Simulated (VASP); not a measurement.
Wanted: the native input for a VASP 6.6.1 run.

| Property | Result |
| --- | --- |
| Task | single point |
| Functional | PBE |
| Potentials or basis | VASP PAW PBE potentials, release 64 (Cu_sv_GW, Rh_sv_GW) |
| Cutoff | 700 eV |
| k mesh | 8 × 8 × 8 |
| Occupations | gaussian, width 0.1 eV |
| Spin | no spin polarisation |
| Dipole correction | no |
| Second run | valence_matched |
| Further INCAR settings | ALGO = Normal; EDIFF = 1e-06; NBANDS = 34 |

The structure of Cu2Rh lies in POSCAR:

```
Cu2Rh
1.0
   -1.8334336997      1.8334336997      3.0070197954
    1.8334336997     -1.8334336997      3.0070197954
    1.8334336997      1.8334336997     -3.0070197954
Cu Rh
2 1
Direct
    0.5930000000      0.5930000000      0.0000000000
    0.4070000000      0.4070000000      0.0000000000
    0.0000000000      0.0000000000      0.0000000000
```

These files were run (other wordings do the same):

INCAR

```
PREC = Accurate
ENCUT = 700
EDIFF = 1E-6
ISMEAR = 0
SIGMA = 0.1
LREAL = F
LASPH = T
NELM = 120
ALGO = Normal
ISIF = 2
LWAVE = F
LCHARG = F
GGA = PE
NBANDS = 34
GGA_COMPAT = F
```

KPOINTS

```
regular mesh
0
Gamma
  8 8 8
```

Potentials or basis: VASP PAW PBE potentials, release 64 (Cu_sv_GW, Rh_sv_GW).

Launch:

```bash
$ cat potpaw_PBE.64/Cu_sv_GW/POTCAR potpaw_PBE.64/Rh_sv_GW/POTCAR > POTCAR
$ mpirun -np 1 vasp_std > vasp.out
```

Results of the run:

The pressure is 391.5 GPa and the largest force is 267.222 eV/Å.

Caveat: forces of over 1 eV/Å act on the atoms, so gaps and moduli don't describe the material at rest.

Wall time 3.5 min on 1 thread of Intel(R) Xeon(R) Platinum 8488C (Sapphire Rapids) (shared host), peak memory 0.31 GiB.
